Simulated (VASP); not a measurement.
# Li (P1) in VASP: a series of runs

Runs on Li. Level: PBE. Tasks: single point.

All numbers are computed with VASP 6.6.1; they aren't measurements. Logs are shortened: lines on timing, memory, paths and dates and some standing lists are left out, and cuts for length are marked.

**1. The cell of the first run**

The typed cell holds 16 atoms: a = 7.094 Å, b = 7.094 Å, c = 7.094 Å, α = 90.00°, β = 90.00°, γ = 90.00°.

**2. Single point, PBE**

INCAR reads:

```
PREC = Accurate
ENCUT = 520
EDIFF = 1E-6
ISMEAR = -1
SIGMA = 0.11
LREAL = Auto
LASPH = T
NELM = 100
ALGO = Normal
ISIF = 2
LWAVE = F
LCHARG = F
GGA = PE
NBANDS = 38
```

KPOINTS reads:

```
regular mesh
0
Gamma
  3 3 3
```

POSCAR reads:

```
Li
1.0
    7.0944470000      0.0000000000      0.0000000000
    0.0000000000      7.0944470000      0.0000000000
    0.0000000000      0.0000000000      7.0944470000
Li
16
Direct
   -0.0246248932     -0.0092466686     -0.0100078272
    0.4958666969     -0.0012545023     -0.0353656881
   -0.0082458858      0.5388580674     -0.0052858243
   -0.0216225451      0.0390305263      0.4749207373
    0.2432042977      0.2114611611      0.2530429785
    0.4762034307      0.5305417040      0.0117274821
    0.4956411684     -0.0323633399      0.4868032702
    0.7602988647      0.2309834720      0.2673217518
    0.0409616141      0.4979105489      0.4814046817
    0.2318151084      0.7509535275      0.2564681927
    0.2472215241      0.2684352988      0.8040654895
    0.4893545614      0.4908909743      0.5140922189
    0.7671633885      0.7258634817      0.2392293578
    0.7749723129      0.2490680387      0.7551539958
    0.2710711631      0.7585228278      0.7679809293
    0.7421720114      0.7550412315      0.7439903350
```

Potentials or basis: VASP PAW PBE potentials, release 64 (Li_sv).

Started as:

```sh
> cat potpaw_PBE.64/Li_sv/POTCAR > POTCAR
> mpirun -np 1 vasp_std > vasp.out
```

OUTCAR:

```text
PREC = Accurate
   ENCUT = 520
   EDIFF = 1E-6
   ISMEAR = -1
   LREAL = Auto
   LASPH = T
   NELM = 100
   ISIF = 2
   GGA = PE

 ion  position               nearest neighbor table
   1  0.975  0.991  0.990-
   2  0.496  0.999  0.965-
   3  0.992  0.539  0.995-
   4  0.978  0.039  0.475-   8 2.53
   5  0.243  0.211  0.253-
   6  0.476  0.531  0.012-
   7  0.496  0.968  0.487-
   8  0.760  0.231  0.267-   4 2.53
   9  0.041  0.498  0.481-
  10  0.232  0.751  0.256-
  11  0.247  0.268  0.804-
  12  0.489  0.491  0.514-
  13  0.767  0.726  0.239-
  14  0.775  0.249  0.755-
  15  0.271  0.759  0.768-
  16  0.742  0.755  0.744-

  LATTYP: Found a simple cubic cell.
 ALAT       =     7.0944470000

  Lattice vectors:

 A1 = (   7.0944470000,   0.0000000000,   0.0000000000)
 A2 = (   0.0000000000,   7.0944470000,   0.0000000000)
 A3 = (   0.0000000000,   0.0000000000,   7.0944470000)

Analysis of symmetry for initial positions (statically):
=====================================================================
 Subroutine PRICEL returns:
 Original cell was already a primitive cell.

 Routine SETGRP: Setting up the symmetry group for a
 simple cubic supercell.

 Subroutine GETGRP returns: Found  1 space group operations
 (whereof  1 operations were pure point group operations)
 out of a pool of 48 trial point group operations.

The static configuration has the point symmetry C_1 .

Analysis of symmetry for dynamics (positions and initial velocities):
=====================================================================
 Subroutine PRICEL returns:
 Original cell was already a primitive cell.

 Routine SETGRP: Setting up the symmetry group for a
 simple cubic supercell.

 Subroutine GETGRP returns: Found  1 space group operations
 (whereof  1 operations were pure point group operations)
 out of a pool of 48 trial point group operations.

The dynamic configuration has the point symmetry C_1 .

 Subroutine INISYM returns: Found  1 space group operations
 (whereof  1 operations are pure point group operations),
 and found     1 'primitive' translations

[... 110 lines left out ...]
   NELM   =    100;   NELMIN=  2; NELMDL= -5     # of ELM steps
   EDIFF  = 0.1E-05   stopping-criterion for ELM
   LREAL  =      T    real-space projection
   EDIFFG = 0.1E-04   stopping-criterion for IOM
   NSW    =      0    number of steps for IOM
   IBRION =     -1    ionic relax: 0-MD 1-quasi-New 2-CG
   NFREE  =      0    steps in history (QN), initial steepest desc. (CG)
   ISIF   =      2    stress and relaxation
   ISYM   =      2    0-nonsym 1-usesym 2-fastsym
   POTIM  = 0.5000    time-step for ionic-motion
   TEBEG  =    0.0;   TEEND  =   0.0 temperature during run
   PSTRESS=    0.0 pullay stress
   NELECT =      48.0000    total number of electrons
   NUPDOWN=      -1.0000    fix difference up-down
   EMIN   =  10.00;   EMAX   =-10.00  energy-range for DOS
   EFERMI =   0.00;   METHOD = LEGACY
   ISMEAR =    -1;   SIGMA  =   0.11  broadening in eV -4-tet -1-fermi 0-gaus
   EFERMI_NEDOS =   21; number of points for ismear=-14 and -15
   IALGO  =     38    algorithm
   IMIX   =      4    mixing-type and parameters
     AMIX     =   0.40;   BMIX     =  1.00
     AMIX_MAG =   1.60;   BMIX_MAG =  1.00
  volume/ion in A,a.u.               =      22.32       150.60
  Fermi-wavevector in a.u.,A,eV,Ry     =   0.838629  1.584780  9.568965  0.703299
  Thomas-Fermi vector in A             =   1.952715
   LORBIT       =      0    0 simple, 1 ext, 2 COOP (PROOUT), +10 PAW based schemes
   GGA     = PE    functional components
   LHFCALC =     F    Hartree Fock is set to
   AEXX    =    0.0000 exact exchange contribution
   IVDW    =     0    specifies the selected vdW correction
   LEPSILON=     F    determine dielectric tensor
   LRPA    =     F    only Hartree local field effects (RPA)
 non-spin polarized calculation
  energy-cutoff  :      520.00
  volume of cell :      357.07
 maximum number of plane-waves:      9771
 NGX is ok and might be reduce to    54
   NGX = 27   NGY = 27   NGZ = 27

 number of electron      47.9999987 magnetization

 Free energy of the ion-electron system (eV)
  ---------------------------------------------------
  ext. energy  EPLUGINS =         0.00000000
  ---------------------------------------------------
  free energy    TOTEN  =       -29.94191725 eV

  energy without entropy =      -29.59264329  energy(sigma->0) =      -29.76728027

 E-fermi :   0.3196     XC(G=0):  -6.8045

 val. band max:        0.3063955182   @ k =   0.3333   0.0000   0.3333
 cond. band min:       0.3204725954   @ k =  -0.3333   0.3333   0.0000
 fundamental gap:      0.0140770772
 Fermi energy:         0.3195992693

 k-point     1 :       0.0000    0.0000    0.0000
  band No.  band energies     occupation
      1     -46.4263      2.00000
      2     -46.4117      2.00000
      3     -46.4094      2.00000
      4     -46.4075      2.00000
      5     -46.3861      2.00000
      6     -46.3721      2.00000
[... 535 lines left out ...]
     35       3.4317      0.00000
     36       3.6007      0.00000
 [bands above 36 left out]

------------------------ aborting loop because EDIFF is reached ----------------------------------------

  FORCE on cell =-STRESS in cart. coord.  units (eV):
  Direction    XX          YY          ZZ          XY          YZ          ZX
  --------------------------------------------------------------------------------------
  -------------------------------------------------------------------------------------
  Total       -1.5971452     -1.9749305     -2.1280662     -0.2490836     -0.1781187      0.2422364
  in kB       -7.1663719     -8.8614901     -9.5486082     -1.1176350     -0.7992167      1.0869118
  external PRESSURE =      -8.5254901 kB  Pullay stress =       0.0000000 kB

 VOLUME and BASIS-vectors are now :
 -----------------------------------------------------------------------------
  energy-cutoff  :      520.00
  volume of cell :      357.07
      direct lattice vectors                 reciprocal lattice vectors
     7.094447000  0.000000000  0.000000000     0.140955313  0.000000000  0.000000000
     0.000000000  7.094447000  0.000000000     0.000000000  0.140955313  0.000000000
     0.000000000  0.000000000  7.094447000     0.000000000  0.000000000  0.140955313

 POSITION                                       TOTAL-FORCE (eV/Angst)
 -----------------------------------------------------------------------------------
      6.91975      7.02885      7.02345         0.183079     -0.040046      0.124336
      3.51790      7.08555      6.84355         0.232360      0.024146      0.363694
      7.03595      3.82290      7.05695         0.114383     -0.347553     -0.011110
      6.94105      0.27690      3.36930         0.261673     -0.505401      0.465903
      1.72540      1.50020      1.79520         0.113281      0.245362     -0.222130
      3.37840      3.76390      0.08320         0.227005     -0.194740      0.114840
[... 8 lines left out ...]
      1.92310      5.38130      5.44840        -0.358718      0.011125     -0.265344
      5.26530      5.35660      5.27820         0.087008     -0.103804     -0.158460
 -----------------------------------------------------------------------------------
    total drift:                                0.008537     -0.006234     -0.005983

  FREE ENERGIE OF THE ION-ELECTRON SYSTEM (eV)
  ---------------------------------------------------
  free  energy   TOTEN  =       -29.9419172530 eV

  energy  without entropy=      -29.5926432937  energy(sigma->0) =      -29.76728027
```

OSZICAR:

```text
N       E                     dE             d eps       ncg     rms          rms(c)
DAV:   1     0.267508546146E+03    0.26751E+03   -0.20621E+04  1112   0.124E+03
DAV:   2     0.435943626765E+02   -0.22391E+03   -0.20903E+03  1064   0.329E+02
DAV:   3    -0.140266488517E+02   -0.57621E+02   -0.55855E+02  1966   0.820E+01
DAV:   4    -0.270515369508E+02   -0.13025E+02   -0.12828E+02  1818   0.652E+01
DAV:   5    -0.300304958124E+02   -0.29790E+01   -0.29776E+01  1922   0.190E+01    0.154E+00
DAV:   6    -0.299608522385E+02    0.69644E-01   -0.76494E-01  1608   0.504E+00    0.731E-01
DAV:   7    -0.299414113275E+02    0.19441E-01   -0.10638E-01  1856   0.141E+00    0.202E-01
DAV:   8    -0.299418606384E+02   -0.44931E-03   -0.22075E-02  1680   0.546E-01    0.104E-01
DAV:   9    -0.299419264111E+02   -0.65773E-04   -0.15355E-03  1712   0.171E-01    0.611E-02
DAV:  10    -0.299419211126E+02    0.52985E-05   -0.17144E-04  1664   0.693E-02    0.829E-03
DAV:  11    -0.299419196563E+02    0.14564E-05   -0.49910E-05  1672   0.307E-02    0.519E-03
DAV:  12    -0.299419182329E+02    0.14233E-05   -0.26512E-06  1226   0.948E-03    0.209E-03
DAV:  13    -0.299419172530E+02    0.97990E-06   -0.69664E-07   856   0.571E-03
   1 F= -.29941917E+02 E0= -.29767280E+02  d E =-.349274E+00
```

stdout:

```text
POSCAR found type information on POSCAR Li
 POSCAR found :  1 types and      16 ions
 scaLAPACK will be used
 LDA part: xc-table for (Slater+PW92), standard interpolation
 POSCAR, INCAR and KPOINTS ok, starting setup
 FFT: planning ... GRIDC
 FFT: planning ... GRID_SOFT
 FFT: planning ... GRID
 WAVECAR not read
 entering main loop
```

Run time: 3.7 min. Hardware: 1 thread of Intel Xeon Platinum 8259CL at 2.50GHz (Skylake/Cascade Lake), shared host; peak memory 0.41 GiB.

What came out:

```yaml
Free_energy: -29.9419 eV
Largest_force: 0.736 eV/Å
Band_gap_on_the_k_mesh: zero (band 24 reaches 0.61 eV, above the bottom of band 25 at 0.13 eV)
```

Forces in eV/Å, atoms in the order of the input:
```
Li   0.183 -0.040  0.124
Li   0.232  0.024  0.364
Li   0.114 -0.348 -0.011
Li   0.262 -0.505  0.466
Li   0.113  0.245 -0.222
Li   0.227 -0.195  0.115
Li   0.061  0.177  0.084
Li  -0.308  0.352 -0.375
Li  -0.196 -0.051  0.233
Li   0.087  0.182 -0.138
Li  -0.108 -0.088 -0.339
Li   0.066 -0.074 -0.046
Li  -0.231  0.217  0.214
Li  -0.230  0.195 -0.046
Li  -0.359  0.011 -0.265
Li   0.087 -0.104 -0.158
```

Caveat: the cutoff is under 1.25 times the usual one of these potentials, so pressure, stress and relaxed cells hold a basis-set (Pulay) error.

**3. Single point, PBE**

INCAR reads:

```
SYSTEM = Li
  ALGO = Normal
  EDIFF = 1E-6
  ENCUT = 520
  GGA = PE
  ISIF = 2
  ISMEAR = -1
  LASPH = .True.
  LCHARG = .False.
  LREAL = Auto
  LWAVE = .False.
  NBANDS = 38
  NELM = 100
  PREC = Accurate
  SIGMA = 0.11
```

KPOINTS reads:

```
k-points
0
Gamma
  3 3 3
  0 0 0
```

POSCAR reads:

```
Li
1.0
    7.0944470000      0.0000000000      0.0000000000
    0.0000000000      7.0944470000      0.0000000000
    0.0000000000      0.0000000000      7.0944470000
Li
16
Direct
   -0.0357321719     -0.0117979597     -0.0154205113
    0.4791634922     -0.0146734481     -0.0833045902
   -0.0105716485      0.5478933030     -0.0151949828
   -0.0336178422      0.0549866677      0.4661815079
    0.2307720390      0.1887109735      0.2245136231
    0.4770773536      0.5630882858      0.0337728931
    0.5020969217     -0.0748049848      0.4823490823
    0.7595095150      0.2010586590      0.2750038164
    0.0783147721      0.4683099331      0.4732856557
    0.2065277251      0.7623850034      0.2723961431
    0.2291651485      0.2953718591      0.8158775448
    0.4831525276      0.4740891010      0.5355879042
    0.7691790495      0.7101892508      0.2462912190
    0.7962424696      0.2554251233      0.7706308892
    0.2876897946      0.7606653485      0.7696442020
    0.7221422614      0.7740983899      0.7382252627
```

Potentials or basis: VASP PAW PBE potentials, release 64 (Li_sv).

Started as:

```sh
> cat potpaw_PBE.64/Li_sv/POTCAR > POTCAR
> mpirun -np 1 vasp_std > vasp.out
```

OUTCAR:

```text
SYSTEM = Li
   EDIFF = 1E-6
   ENCUT = 520
   GGA = PE
   ISIF = 2
   ISMEAR = -1
   LASPH = .True.
   LREAL = Auto
   NELM = 100
   PREC = Accurate

 ion  position               nearest neighbor table
   1  0.964  0.988  0.985-
   2  0.479  0.985  0.917-  15 2.34
   3  0.989  0.548  0.985-
   4  0.966  0.055  0.466-   8 2.25
   5  0.231  0.189  0.225-
   6  0.477  0.563  0.034-
   7  0.502  0.925  0.482-
[... 769 lines left out ...]
  -------------------------------------------------------------------------------------
  Total        0.3446123     -0.9581763     -0.9274204     -0.3913462     -0.0444272      0.9117252
  in kB        1.5462715     -4.2993257     -4.1613244     -1.7559659     -0.1993444      4.0909004
  external PRESSURE =      -2.3047929 kB  Pullay stress =       0.0000000 kB

 VOLUME and BASIS-vectors are now :
 -----------------------------------------------------------------------------
  energy-cutoff  :      520.00
  volume of cell :      357.07
      direct lattice vectors                 reciprocal lattice vectors
     7.094447000  0.000000000  0.000000000     0.140955313  0.000000000  0.000000000
     0.000000000  7.094447000  0.000000000     0.000000000  0.140955313  0.000000000
     0.000000000  0.000000000  7.094447000     0.000000000  0.000000000  0.140955313

 POSITION                                       TOTAL-FORCE (eV/Angst)
 -----------------------------------------------------------------------------------
      6.84095      7.01075      6.98505         0.214079     -0.179102      0.152234
      3.39940      6.99035      6.50345         0.392495      0.612537      0.732549
      7.01945      3.88700      6.98665         0.083569     -0.201782      0.052779
      6.85595      0.39010      3.30730         0.560258     -0.723032      0.869958
      1.63720      1.33880      1.59280         0.274831      0.241079     -0.145013
      3.38460      3.99480      0.23960         0.076031     -0.346678      0.078093
[... 8 lines left out ...]
      2.04100      5.39650      5.46020        -0.863414     -0.355472     -0.443124
      5.12320      5.49180      5.23730         0.493821     -0.420214     -0.136300
 -----------------------------------------------------------------------------------
    total drift:                               -0.006795      0.003250     -0.001543

  FREE ENERGIE OF THE ION-ELECTRON SYSTEM (eV)
  ---------------------------------------------------
  free  energy   TOTEN  =       -28.8184478593 eV

  energy  without entropy=      -28.4907127008  energy(sigma->0) =      -28.65458028
```

stdout:

```text
POSCAR found type information on POSCAR Li
 POSCAR found :  1 types and      16 ions
 scaLAPACK will be used
 LDA part: xc-table for (Slater+PW92), standard interpolation
 POSCAR, INCAR and KPOINTS ok, starting setup
 FFT: planning ... GRIDC
 FFT: planning ... GRID_SOFT
 FFT: planning ... GRID
 WAVECAR not read
 entering main loop
```

Wall time 3.4 min (1 thread of Intel Xeon Platinum 8259CL at 2.50GHz (Skylake/Cascade Lake), shared host); peak memory 0.41 GiB.

Results:

- Free energy: -28.8184 eV
- Largest force: 1.262 eV/Å
- Band gap on the k mesh: zero (band 24 reaches 0.56 eV, above the bottom of band 25 at 0.15 eV)

Forces in eV/Å, atoms in the order of the input:
```
Li   0.214 -0.179  0.152
Li   0.392  0.613  0.733
Li   0.084 -0.202  0.053
Li   0.560 -0.723  0.870
Li   0.275  0.241 -0.145
Li   0.076 -0.347  0.078
Li  -0.093  0.454 -0.191
Li  -0.649  0.607 -0.680
Li  -0.423  0.066  0.161
Li   0.120  0.132 -0.239
Li   0.086 -0.258 -0.231
Li   0.216 -0.076 -0.124
Li  -0.093  0.222  0.276
Li  -0.397  0.224 -0.133
Li  -0.863 -0.355 -0.443
Li   0.494 -0.420 -0.136
```

Caveat: the cutoff is under 1.25 times the usual one of these potentials, so pressure, stress and relaxed cells hold a basis-set (Pulay) error; forces of over 1 eV/Å act on the atoms, so gaps and moduli don't describe the material at rest.

**4. Single point, PBE**

INCAR reads:

```
SYSTEM = Li
PREC = Accurate ; ENCUT = 520
EDIFF = 1E-6 ; ISMEAR = -1
SIGMA = 0.11 ; LREAL = Auto
LASPH = .True. ; NELM = 100
ALGO = Normal ; ISIF = 2
LWAVE = .False. ; LCHARG = .True.
GGA = PE ; LELF = .True.
LVHAR = .True. ; NBANDS = 38
```

KPOINTS reads:

```
regular mesh
0
Gamma
  3 3 3
  0 0 0
```

POSCAR reads:

```
Li
1.0
    7.0944470000      0.0000000000      0.0000000000
    0.0000000000      7.0944470000      0.0000000000
    0.0000000000      0.0000000000      7.0944470000
Li
16
Direct
   -0.0613719434     -0.0100219228     -0.0351260641
    0.4599794741     -0.0096554390     -0.0917760045
   -0.0068645238      0.5393655066     -0.0189021075
   -0.0185638148      0.0317713276      0.4551588024
    0.2180578698      0.1901910043      0.1928691553
    0.4744414892      0.5739418449      0.0301926281
    0.5161924531     -0.1243789685      0.4529880905
    0.7368016140      0.1715849030      0.2686890183
    0.0876178228      0.4437414220      0.4779512765
    0.1955614018      0.7735204731      0.2787109411
    0.2273891115      0.3065214244      0.8086324417
    0.4786137665      0.4578651444      0.5555894631
    0.7730553206      0.7125854912      0.2538323283
    0.8146512336      0.2816850982      0.7884899274
    0.2580046056      0.7685588461      0.7645557152
    0.7263991119      0.8077162321      0.7347859530
```

Started as:

```sh
> cat potpaw_PBE.64/Li_sv/POTCAR > POTCAR
> mpirun -np 1 vasp_std > vasp.out
```

Wall time 3.8 min (1 thread of Intel Xeon Platinum 8259CL at 2.50GHz (Skylake/Cascade Lake), shared host); peak memory 0.4 GiB.

It converged, with:

| Quantity | Value |
| --- | --- |
| Free energy | -28.3538 eV |
| Largest force | 0.945 eV/Å |
| Band gap on the k mesh | zero (band 24 reaches 0.61 eV, above the bottom of band 25 at 0.14 eV) |

Forces in eV/Å, atoms in the order of the input:
```
Li   0.448 -0.164  0.448
Li   0.414  0.573  0.576
Li   0.060  0.129  0.270
Li   0.267 -0.245  0.872
Li   0.219  0.189 -0.021
Li   0.080 -0.263  0.066
Li  -0.381  0.534 -0.014
Li  -0.470  0.523 -0.430
Li  -0.478  0.263 -0.074
Li   0.103 -0.141 -0.380
Li   0.120 -0.405 -0.093
Li   0.346  0.050 -0.199
Li   0.138 -0.078  0.009
Li  -0.554  0.047 -0.366
Li  -0.663 -0.373 -0.495
Li   0.352 -0.637 -0.169
```

Levels at points of the mesh, in eV from the Fermi level:
```csv
k point,band 20,band 21,band 22,band 23,band 24,band 25,band 26,band 27,band 28,band 29
"(0.00, 0.00, 0.00)",-1.17,-1.01,-0.95,-0.86,0.28,0.31,0.35,0.43,0.48,0.57
```

Caveat: the cutoff is under 1.25 times the usual one of these potentials, so pressure, stress and relaxed cells hold a basis-set (Pulay) error.
